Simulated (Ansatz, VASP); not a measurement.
# BeS in VASP and in Ansatz

INCAR

```
  PREC = Accurate
  ENCUT = 600
  EDIFF = 1E-6
  ISMEAR = 0
  SIGMA = 0.1
  LREAL = False
  LASPH = True
  NELM = 120
  ALGO = Normal
  ISIF = 2
  LWAVE = False
  LCHARG = False
  GGA = PE
  NBANDS = 11
  GGA_COMPAT = False
```

KPOINTS

```
regular mesh
0
Gamma
  4 4 4
```

File POSCAR:

```
BeS
1.0
    0.0000000000      2.4351516489      2.4351516489
    2.4351516489      0.0000000000      2.4351516489
    2.4351516489      2.4351516489      0.0000000000
Be S
1 1
Direct
    0.0000000000      0.0000000000      0.0000000000
    0.7500000000      0.7500000000      0.7500000000
```

Input for Ansatz:

```yaml
crystal:
  lattice:
    - [0.0, 2.4351516489, 2.4351516489]
    - [2.4351516489, 0.0, 2.4351516489]
    - [2.4351516489, 2.4351516489, 0.0]
  atoms:
    - { symbol: Be, position: [0.0, 0.0, 0.0] }
    - { symbol: S, position: [0.75, 0.75, 0.75] }
basis: {}
kpoints:
  mp_grid: { grid: [4, 4, 4] }
hamiltonian:
  xc: pbe
  pseudopotentials: { kind: nc }
scf:
  occupations: { method: gaussian, width: 0.1 }
  mixing: { beta: 0.065 }
  initial_density: { chi_scale: 0, normalization: atom }
  max_iter: 82
output:
  forces: true
  stress: true
  eigenvalues: true
accuracy: low
```

Alike in both runs: task single point; functional PBE; k mesh 4 × 4 × 4; occupations gaussian, width 0.1 eV; no spin polarisation.

```csv
,VASP,Ansatz
version,VASP 6.6.1,Ansatz 0.2.0
potentials or method,"VASP PAW PBE potentials, release 64 (Be, S)","scalar-relativistic, plane waves, norm-conserving potentials"
plane-wave cutoff (eV),600,1800
valence electrons in the cell,8,10
```

VASP gave:

```
gap on the k mesh at the Fermi level (eV) : 3.13
least direct gap on the mesh (eV)         : 5.66
pressure (GPa)                            : 0.9
```

Problem. Which values does Ansatz return?

Solution. gap on the k mesh at the Fermi level (eV): 3.13; least direct gap on the mesh (eV): 5.65; pressure (GPa): 0.9.

With one functional, cell and mesh, what is left measures potentials, basis and numerics. VASP's potentials hold 8 valence electrons a cell and Ansatz's 10, so a difference there can come from the potentials and not from the codes.

The k mesh is coarse, so the values compare programs but aren't converged.
